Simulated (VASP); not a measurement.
# Tl12Br11F (a cell with a defect) in VASP: electric field gradients with PBE

Aim: the electric field gradients of Tl12Br11F (a cell with a defect) with PBE.

All numbers are computed with VASP 6.6.1; they aren't measurements. Logs are shortened: lines on timing, memory, paths and dates and some standing lists are left out, and cuts for length are marked.

## 1. The cell of the first run

The cell holds a defect, 24 atoms: a = 9.092 Å, b = 12.445 Å, c = 9.944 Å, α = 90.00°, β = 90.00°, γ = 133.19°.

## 2. Electric field gradients, PBE

Input file INCAR:

```
SYSTEM = Tl12Br11F
PREC = Accurate ; ENCUT = 520
EDIFF = 1E-8 ; ISMEAR = -1
SIGMA = 0.01 ; LREAL = Auto
LASPH = .True. ; NELM = 100
ALGO = Normal ; ISIF = 2
LWAVE = .False. ; LCHARG = .False.
GGA = PE ; LEFG = .True.
NBANDS = 138
```

Input file KPOINTS:

```
Automatic mesh
0
Gamma
  3 3 2
  0 0 0
```

Input file POSCAR:

```
Tl12Br11F
1.0
    6.6292610085     -6.2222708063      0.0000000000
    0.0000000000     12.4445416126      0.0000000000
    0.0000000000      0.0000000000      9.9435164400
Tl F Br
12 1 11
Direct
    0.3333333333      0.2777323167      0.3750000000
    0.3333333333      0.2777323167      0.8750000000
    0.6666666667      0.9443989833      0.3750000000
    0.6666666667      0.9443989833      0.8750000000
    0.0000000000      0.6110656500      0.3750000000
    0.0000000000      0.6110656500      0.8750000000
    0.3333333333      0.0556010167      0.1250000000
    0.3333333333      0.0556010167      0.6250000000
    0.6666666667      0.7222676833      0.1250000000
    0.6666666667      0.7222676833      0.6250000000
    0.0000000000      0.3889343500      0.1250000000
    0.0000000000      0.3889343500      0.6250000000
    0.3333333333      0.8034096667      0.1250000000
    0.3333333333      0.8034096667      0.6250000000
    0.6666666667      0.4700763333      0.1250000000
    0.6666666667      0.4700763333      0.6250000000
    0.0000000000      0.1367430000      0.1250000000
    0.0000000000      0.1367430000      0.6250000000
    0.3333333333      0.5299236667      0.3750000000
    0.3333333333      0.5299236667      0.8750000000
    0.6666666667      0.1965903333      0.3750000000
    0.6666666667      0.1965903333      0.8750000000
    0.0000000000      0.8632570000      0.3750000000
    0.0000000000      0.8632570000      0.8750000000
```

Potentials or basis: VASP PAW PBE potentials, release 64 (Tl_d, F, Br).

Started as:

```console
cat potpaw_PBE.64/Tl_d/POTCAR potpaw_PBE.64/F/POTCAR potpaw_PBE.64/Br/POTCAR > POTCAR
mpirun -np 1 vasp_std > vasp.out
```

OUTCAR:

```text
SYSTEM = Tl12Br11F
   PREC = Accurate
   ENCUT = 520
   EDIFF = 1E-8
   ISMEAR = -1
   LREAL = Auto
   LASPH = .True.
   NELM = 100
   ISIF = 2
   GGA = PE

 ion  position               nearest neighbor table
   1  0.333  0.278  0.375-  19 3.14  18 3.34  17 3.34  16 3.34  15 3.34   8 3.72   7 3.72
   2  0.333  0.278  0.875-  20 3.14  18 3.34  17 3.34  16 3.34  15 3.34   8 3.72   7 3.72
   3  0.667  0.944  0.375-  21 3.14  18 3.34  17 3.34  14 3.34   9 3.72  10 3.72
   4  0.667  0.944  0.875-  22 3.14  18 3.34  17 3.34  14 3.34   9 3.72  10 3.72
   5  0.000  0.611  0.375-  23 3.14  16 3.34  15 3.34  14 3.34  11 3.72  12 3.72
   6  0.000  0.611  0.875-  24 3.14  16 3.34  15 3.34  14 3.34  11 3.72  12 3.72
   7  0.333  0.056  0.125-  23 3.34  24 3.34  21 3.34  22 3.34   1 3.72   2 3.72
   8  0.333  0.056  0.625-  14 3.14  23 3.34  24 3.34  21 3.34  22 3.34   2 3.72   1 3.72
   9  0.667  0.722  0.125-  15 3.14  23 3.34  24 3.34  19 3.34  20 3.34   4 3.72   3 3.72
  10  0.667  0.722  0.625-  16 3.14  23 3.34  24 3.34  19 3.34  20 3.34   4 3.72   3 3.72
  11  0.000  0.389  0.125-  17 3.14  19 3.34  20 3.34  21 3.34  22 3.34   6 3.72   5 3.72
  12  0.000  0.389  0.625-  18 3.14  19 3.34  20 3.34  21 3.34  22 3.34   6 3.72   5 3.72
  13  0.333  0.803  0.125-
  14  0.333  0.803  0.625-   8 3.14   6 3.34   5 3.34   4 3.34   3 3.34
  15  0.667  0.470  0.125-   9 3.14   6 3.34   5 3.34   2 3.34   1 3.34
  16  0.667  0.470  0.625-  10 3.14   6 3.34   5 3.34   2 3.34   1 3.34
  17  0.000  0.137  0.125-  11 3.14   2 3.34   1 3.34   4 3.34   3 3.34
  18  0.000  0.137  0.625-  12 3.14   2 3.34   1 3.34   4 3.34   3 3.34
  19  0.333  0.530  0.375-   1 3.14  11 3.34  12 3.34   9 3.34  10 3.34
  20  0.333  0.530  0.875-   2 3.14  11 3.34  12 3.34   9 3.34  10 3.34
  21  0.667  0.197  0.375-   3 3.14  11 3.34  12 3.34   7 3.34   8 3.34
  22  0.667  0.197  0.875-   4 3.14  11 3.34  12 3.34   7 3.34   8 3.34
  23  0.000  0.863  0.375-   5 3.14   9 3.34  10 3.34   7 3.34   8 3.34
  24  0.000  0.863  0.875-   6 3.14   9 3.34  10 3.34   7 3.34   8 3.34

  LATTYP: Found a base centered orthorhombic cell.
 ALAT       =    12.4445416126
 B/A-ratio  =     1.0654086289
 C/A-ratio  =     0.7990263321

  Lattice vectors:

 A1 = (   6.6292610085,   6.2222708063,   0.0000000000)
 A2 = (  -6.6292610085,   6.2222708063,   0.0000000000)
 A3 = (   0.0000000000,   0.0000000000,   9.9435164400)

Analysis of symmetry for initial positions (statically):
=====================================================================
 Subroutine PRICEL returns:
 Original cell was already a primitive cell.

 Routine SETGRP: Setting up the symmetry group for a
 base centered orthorhombic supercell.

 Subroutine GETGRP returns: Found  4 space group operations
 (whereof  1 operations were pure point group operations)
 out of a pool of  8 trial point group operations.

The static configuration has the point symmetry C_1 .
 The point group associated with its full space group is C_2v.

Analysis of symmetry for dynamics (positions and initial velocities):
=====================================================================
 Subroutine PRICEL returns:
 Original cell was already a primitive cell.

 Routine SETGRP: Setting up the symmetry group for a
 base centered orthorhombic supercell.

 Subroutine GETGRP returns: Found  4 space group operations
 (whereof  1 operations were pure point group operations)
 out of a pool of  8 trial point group operations.

The dynamic configuration has the point symmetry C_1 .
 The point group associated with its full space group is C_2v.

 Subroutine INISYM returns: Found  4 space group operations
 (whereof  1 operations are pure point group operations),
 and found     1 'primitive' translations

----------------------------------------------------------------------------------------

                                     Primitive cell

  volume of cell :     820.3214

  direct lattice vectors                    reciprocal lattice vectors
     6.629261009 -6.222270806  0.000000000     0.150846376  0.000000000  0.000000000
     0.000000000 12.444541613  0.000000000     0.075423188  0.080356515  0.000000000
     0.000000000  0.000000000  9.943516440     0.000000000  0.000000000  0.100568044

  length of vectors
     9.091961037 12.444541613  9.943516440     0.150846376  0.110208107  0.100568044

  position of ions in fractional coordinates (direct lattice)
     0.333333333  0.277732317  0.375000000
     0.333333333  0.277732317  0.875000000
     0.666666667  0.944398983  0.375000000
     0.666666667  0.944398983  0.875000000
     0.000000000  0.611065650  0.375000000
     0.000000000  0.611065650  0.875000000
[... 16 lines left out ...]
     0.000000000  0.863257000  0.375000000
     0.000000000  0.863257000  0.875000000

  ion indices of the primitive-cell ions
   primitive index   ion index
[... 71 lines left out ...]
   ISTART =      0    job   : 0-new  1-cont  2-samecut
   ICHARG =      2    charge: 1-file 2-atom 10-const
   ISPIN  =      1    spin polarized calculation?
   LNONCOLLINEAR =      F non collinear calculations
   LSORBIT =      F    spin-orbit coupling
   LASPH  =      T    aspherical Exc in radial PAW
   ENCUT  =  520.0 eV  38.22 Ry    6.18 a.u.  16.91 23.14 18.49*2*pi/ulx,y,z
   NELM   =    100;   NELMIN=  2; NELMDL= -5     # of ELM steps
   EDIFF  = 0.1E-07   stopping-criterion for ELM
   LREAL  =      T    real-space projection
   EDIFFG = 0.1E-06   stopping-criterion for IOM
   NSW    =      0    number of steps for IOM
   IBRION =     -1    ionic relax: 0-MD 1-quasi-New 2-CG
   NFREE  =      0    steps in history (QN), initial steepest desc. (CG)
   ISIF   =      2    stress and relaxation
   ISYM   =      2    0-nonsym 1-usesym 2-fastsym
   POTIM  = 0.5000    time-step for ionic-motion
   TEBEG  =    0.0;   TEEND  =   0.0 temperature during run
   PSTRESS=    0.0 pullay stress
   NELECT =     240.0000    total number of electrons
   NUPDOWN=      -1.0000    fix difference up-down
   EMIN   =  10.00;   EMAX   =-10.00  energy-range for DOS
   EFERMI =   0.00;   METHOD = LEGACY
   ISMEAR =    -1;   SIGMA  =   0.01  broadening in eV -4-tet -1-fermi 0-gaus
   EFERMI_NEDOS =   21; number of points for ismear=-14 and -15
   IALGO  =     38    algorithm
   IMIX   =      4    mixing-type and parameters
     AMIX     =   0.40;   BMIX     =  1.00
     AMIX_MAG =   1.60;   BMIX_MAG =  1.00
  volume/ion in A,a.u.               =      34.18       230.66
  Fermi-wavevector in a.u.,A,eV,Ry     =   1.086802  2.053759 16.070377  1.181139
  Thomas-Fermi vector in A             =   2.222947
   LORBIT       =      0    0 simple, 1 ext, 2 COOP (PROOUT), +10 PAW based schemes
   GGA     = PE    functional components
[... 5 lines left out ...]
 non-spin polarized calculation
  energy-cutoff  :      520.00
  volume of cell :      820.32
 maximum number of plane-waves:     22122
 NGX is ok and might be reduce to    70
   NGX = 33   NGY = 47   NGZ = 37

 number of electron     239.9999994 magnetization

 Free energy of the ion-electron system (eV)
  ---------------------------------------------------
  ext. energy  EPLUGINS =         0.00000000
  ---------------------------------------------------
  free energy    TOTEN  =       -68.16772180 eV

  energy without entropy =      -68.16772180  energy(sigma->0) =      -68.16772180

 E-fermi :   1.6234     XC(G=0):  -8.3967

 val. band max:        1.3458719158   @ k =   0.3333   0.3333   0.0000
 cond. band min:       3.7175131241   @ k =   0.3333   0.0000   0.0000
 fundamental gap:      2.3716412083
 Fermi energy:         1.6233629658

 k-point     1 :       0.0000    0.0000    0.0000
  band No.  band energies     occupation
      1     -17.4676      2.00000
      2     -12.1647      2.00000
      3     -12.0107      2.00000
      4     -12.0084      2.00000
      5     -11.9944      2.00000
      6     -11.9759      2.00000
[... 1069 lines left out ...]
    131       5.2229      0.00000
    132       5.2305      0.00000
 [bands above 132 left out]

------------------------ aborting loop because EDIFF is reached ----------------------------------------

  FORCE on cell =-STRESS in cart. coord.  units (eV):
  Direction    XX          YY          ZZ          XY          YZ          ZX
  --------------------------------------------------------------------------------------
  -------------------------------------------------------------------------------------
  Total        1.4343790      2.3591094      1.6402924      0.0000000      0.0000000      0.0000000
  in kB        2.8014991      4.6075986      3.2036704      0.0000000      0.0000000      0.0000000
  external PRESSURE =       3.5375894 kB  Pullay stress =       0.0000000 kB

 VOLUME and BASIS-vectors are now :
 -----------------------------------------------------------------------------
  energy-cutoff  :      520.00
  volume of cell :      820.32
      direct lattice vectors                 reciprocal lattice vectors
     6.629261009 -6.222270806  0.000000000     0.150846376  0.000000000  0.000000000
     0.000000000 12.444541613  0.000000000     0.075423188  0.080356515  0.000000000
     0.000000000  0.000000000  9.943516440     0.000000000  0.000000000  0.100568044

 POSITION                                       TOTAL-FORCE (eV/Angst)
 -----------------------------------------------------------------------------------
      2.20975      1.38216      3.72882         0.000000      0.048821     -0.002068
      2.20975      1.38216      8.70058         0.000000      0.048821      0.002068
      4.41951      7.60443      3.72882        -0.212028      0.067043     -0.236697
      4.41951      7.60443      8.70058        -0.212028      0.067043      0.236697
      0.00000      7.60443      3.72882         0.212028      0.067043     -0.236697
      0.00000      7.60443      8.70058         0.212028      0.067043      0.236697
[... 16 lines left out ...]
      0.00000     10.74284      3.72882         0.000972      0.031996      0.001536
      0.00000     10.74284      8.70058         0.000972      0.031996     -0.001536
 -----------------------------------------------------------------------------------
    total drift:                                0.000002      0.006477      0.000000

  FREE ENERGIE OF THE ION-ELECTRON SYSTEM (eV)
  ---------------------------------------------------
  free  energy   TOTEN  =       -68.1677218015 eV

  energy  without entropy=      -68.1677218015  energy(sigma->0) =      -68.16772180

 Electric field gradients (V/A^2)
---------------------------------------------------------------------
 ion       V_xx      V_yy      V_zz      V_xy      V_xz      V_yz
---------------------------------------------------------------------
   1      34.591   -31.245    -3.346     0.000     0.000     1.051
   2      34.591   -31.245    -3.346     0.000    -0.000    -1.051
   3      42.136   -50.142     8.006    -6.482    34.119    -7.198
   4      42.136   -50.142     8.006    -6.482   -34.119     7.198
   5      42.137   -50.143     8.006     6.482   -34.119    -7.198
   6      42.137   -50.143     8.006     6.482    34.119     7.198
[... 16 lines left out ...]
  23      -9.952    -0.819    10.771     1.499    -0.063    -2.660
  24      -9.952    -0.819    10.771     1.499     0.063     2.660
---------------------------------------------------------------------

 Electric field gradients after diagonalization (V/A^2)
 (convention: |V_zz| > |V_xx| > |V_yy|)
----------------------------------------------------------------------
 ion       V_xx      V_yy      V_zz     asymmetry (V_yy - V_xx)/ V_zz
----------------------------------------------------------------------
   1     -31.284    -3.307    34.591       0.809
   2     -31.284    -3.307    34.591       0.809
   3     -51.093   -12.885    63.978       0.597
   4     -51.093   -12.885    63.978       0.597
   5     -51.093   -12.885    63.978       0.597
   6     -51.093   -12.885    63.978       0.597
[... 16 lines left out ...]
  23     -10.198    -1.161    11.359       0.796
  24     -10.198    -1.161    11.359       0.796
----------------------------------------------------------------------

           NMR quadrupolar parameters

 Cq : quadrupolar parameter    Cq=e*Q*V_zz/h
 eta: asymmetry parameters     (V_yy - V_xx)/ V_zz
 Q  : nuclear electric quadrupole moment in mb (millibarn)
----------------------------------------------------------------------
 ion       Cq(MHz)       eta       Q (mb)
----------------------------------------------------------------------
   1       0.084       0.809       1.000
   2       0.084       0.809       1.000
   3       0.155       0.597       1.000
   4       0.155       0.597       1.000
   5       0.155       0.597       1.000
   6       0.155       0.597       1.000
[... 16 lines left out ...]
  23       0.027       0.796       1.000
  24       0.027       0.796       1.000
----------------------------------------------------------------------
```

Wall time 79 min (1 thread of Intel Xeon Platinum 8259CL at 2.50GHz (Skylake/Cascade Lake), shared host); peak memory 1.3 GiB.

Results:

```
Free energy            : -68.1677 eV
Pressure               : 0.4 GPa
Largest force          : 0.563 eV/Å
Band gap on the k mesh : 2.37 eV
```

Forces in eV/Å, atoms in the order of the input:
```
Tl   0.000  0.049 -0.002
Tl   0.000  0.049  0.002
Tl  -0.212  0.067 -0.237
Tl  -0.212  0.067  0.237
Tl   0.212  0.067 -0.237
Tl   0.212  0.067  0.237
Tl   0.000 -0.563  0.000
Tl   0.000 -0.039  0.000
Tl  -0.066  0.052  0.000
Tl  -0.007 -0.028  0.000
Tl   0.066  0.052  0.000
Tl   0.007 -0.028  0.000
F    0.000  0.224  0.000
Br   0.000 -0.028  0.000
Br  -0.024 -0.044  0.000
Br   0.030 -0.035  0.000
Br   0.024 -0.044  0.000
Br  -0.030 -0.035  0.000
Br   0.000  0.011  0.008
Br   0.000  0.011 -0.008
Br  -0.001  0.032  0.002
Br  -0.001  0.032 -0.002
Br   0.001  0.032  0.002
Br   0.001  0.032 -0.002
```

Electric field gradients, principal values (V/Å²):
| atom | least | middle | greatest (by size) |
| --- | --- | --- | --- |
| 1 Tl | -3.307 | -31.284 | 34.591 |
| 2 Tl | -3.307 | -31.284 | 34.591 |
| 3 Tl | -12.885 | -51.093 | 63.978 |
| 4 Tl | -12.885 | -51.093 | 63.978 |
| 5 Tl | -12.885 | -51.093 | 63.978 |
| 6 Tl | -12.885 | -51.093 | 63.978 |
| 7 Tl | -13.596 | -51.616 | 65.212 |
| 8 Tl | -4.578 | -28.951 | 33.530 |
| 9 Tl | -9.028 | -25.288 | 34.316 |
| 10 Tl | -5.526 | -26.605 | 32.131 |
| 11 Tl | -9.028 | -25.288 | 34.317 |
| 12 Tl | -5.527 | -26.605 | 32.132 |
| 13 F | 0.514 | 2.999 | -3.513 |
| 14 Br | 1.240 | 4.788 | -6.028 |
| 15 Br | -0.737 | -12.883 | 13.620 |
| 16 Br | -3.751 | -9.827 | 13.578 |
| 17 Br | -0.737 | -12.884 | 13.620 |
| 18 Br | -3.750 | -9.828 | 13.578 |
| 19 Br | -1.608 | -9.031 | 10.639 |
| 20 Br | -1.608 | -9.031 | 10.639 |
| 21 Br | -1.161 | -10.198 | 11.359 |
| 22 Br | -1.161 | -10.198 | 11.359 |
| 23 Br | -1.161 | -10.198 | 11.359 |
| 24 Br | -1.161 | -10.198 | 11.359 |

Caveat: without QUAD_EFG the Cq values of the log hold for a quadrupole moment of 1 mb, not for the nuclei; spin-orbit coupling is left out, which moves the levels of the heavy elements.
